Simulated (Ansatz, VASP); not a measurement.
## Two plane-wave programs on Ta4O

File INCAR:

```
SYSTEM = Ta4O
  ALGO = Normal
  EDIFF = 1E-6
  ENCUT = 520
  GGA = PS
  ISIF = 2
  ISMEAR = 1
  LASPH = .TRUE.
  LCHARG = .FALSE.
  LREAL = .FALSE.
  LWAVE = .FALSE.
  NBANDS = 33
  NELM = 100
  PREC = Accurate
  SIGMA = 0.5
```

File KPOINTS:

```
k-points
0
G
  12 12 6
  0 0 0
```

Contents of POSCAR:

```
Ta4O
1.0
    3.2574970000      0.0000000000      0.0000000000
    0.0000000000      3.2574970000      0.0000000000
    0.0000000000      0.0000000000      7.4093410000
Ta O
4 1
Direct
    0.0000000000      0.0000000000      0.5000000000
    0.5000000000      0.5000000000      0.7831580000
    0.5000000000      0.5000000000      0.2168420000
    0.0000000000      0.0000000000      0.0000000000
    0.5000000000      0.5000000000      0.5000000000
```

Input for Ansatz:

```yaml
crystal:
  lattice:
    - [3.257497, 0.0, 0.0]
    - [0.0, 3.257497, 0.0]
    - [0.0, 0.0, 7.409341]
  atoms:
    - { symbol: Ta, position: [0.0, 0.0, 0.5] }
    - { symbol: Ta, position: [0.5, 0.5, 0.783158] }
    - { symbol: Ta, position: [0.5, 0.5, 0.216842] }
    - { symbol: Ta, position: [0.0, 0.0, 0.0] }
    - { symbol: O, position: [0.5, 0.5, 0.5] }
basis:
  ecutwfc: 420
kpoints:
  mp_grid: { grid: [12, 12, 6] }
hamiltonian:
  xc: pbesol
scf:
  occupations: { method: cold, width: 0.5 }
output:
  forces: true
  stress: true
  eigenvalues: true
```

Alike in both runs: task single point; functional PBEsol; k mesh 12 × 12 × 6; no spin polarisation.

|  | VASP | Ansatz |
| --- | --- | --- |
| version | VASP 6.6.1 | Ansatz 0.2.0 |
| potentials or method | VASP PAW PBE potentials, release 64 (Ta_pv, O), cutoff 520 eV | scalar-relativistic, plane waves, PAW |
| occupations | methfessel-paxton of order 1, width 0.5 eV | cold, width 0.5 eV |
| valence electrons in the cell | 50 | 58 |

Ansatz gave:

* gap on the k mesh at the Fermi level (eV): none
* pressure (GPa): -8.3
* traceless stress, the component that is largest in VASP (GPa): -0.26
* rms of the force components (eV/Å): 0.001

Q: What did VASP give for the same quantities?

A: gap on the k mesh at the Fermi level (eV): none; pressure (GPa): -8.0; traceless stress, the component that is largest in VASP (GPa): -0.34; rms of the force components (eV/Å): 0.013.

VASP's potentials were made for PBE, not for PBEsol. Atom by atom the forces differ by 0.012 eV/Å (rms over components). A gap of «none» marks a metal or a gap that the smearing closes. VASP's potentials hold 50 valence electrons a cell and Ansatz's 58, so a difference there can come from the potentials and not from the codes.

Neither program's run includes spin-orbit coupling.
